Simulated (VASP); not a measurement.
**BN: single point with PBEsol**

BN:

```
CELL_PARAMETERS angstrom
2.54098 0.00000 0.00000
-1.27049 2.20055 0.00000
0.00000 0.00000 4.20334
ATOMIC_POSITIONS crystal
B 0.66667 0.33333 0.00027
B 0.33333 0.66667 0.50027
N 0.66667 0.33333 0.37473
N 0.33333 0.66667 0.87473
```

```
Program                : VASP 6.6.1
Task                   : single point
Functional             : PBEsol
Potentials or basis    : VASP PAW PBE potentials, release 64 (B, N)
Cutoff                 : 520 eV
k mesh                 : 12 × 12 × 4
Occupations            : gaussian, width 0.01 eV
Spin                   : no spin polarisation
Dipole correction      : no
Further INCAR settings : ALGO = Normal; EDIFF = 1e-07; NBANDS = 16
```

The pressure is 0.6 GPa. The band gap on the k mesh is 4.95 eV, indirect (least direct gap 8.22 eV).

Forces in eV/Å, atoms in the order of the input:
```
B    0.000  0.000  0.003
B    0.000  0.000  0.003
N    0.000  0.000 -0.003
N    0.000  0.000 -0.003
```

Stress tensor (GPa, compression positive):
```
0.65 0.00 0.00
0.00 0.65 0.00
0.00 0.00 0.55
```

Levels at points of the mesh, in eV from the valence-band top:
```
           k point  band 6  band 7  band 8  band 9  band 10  band 11
(0.00, 0.00, 0.00)   -0.28    0.00    0.00    8.33     8.33     8.57
(0.50, 0.00, 0.00)   -5.05   -4.51   -2.13    6.58     7.82    10.55
(0.00, 0.00, 0.50)   -1.19   -1.19   -1.19    9.48     9.48     9.89
(0.50, 0.00, 0.50)   -3.82   -3.61   -3.61    6.46     6.46     9.97
```

It took 10 s on 1 thread of Intel(R) Xeon(R) 6975P-C (Granite Rapids) (shared host), peak memory 0.14 GiB.

Caveat: the PAW data sets were made with another functional, which shifts forces and pressure a little. A k mesh can miss the band edges.
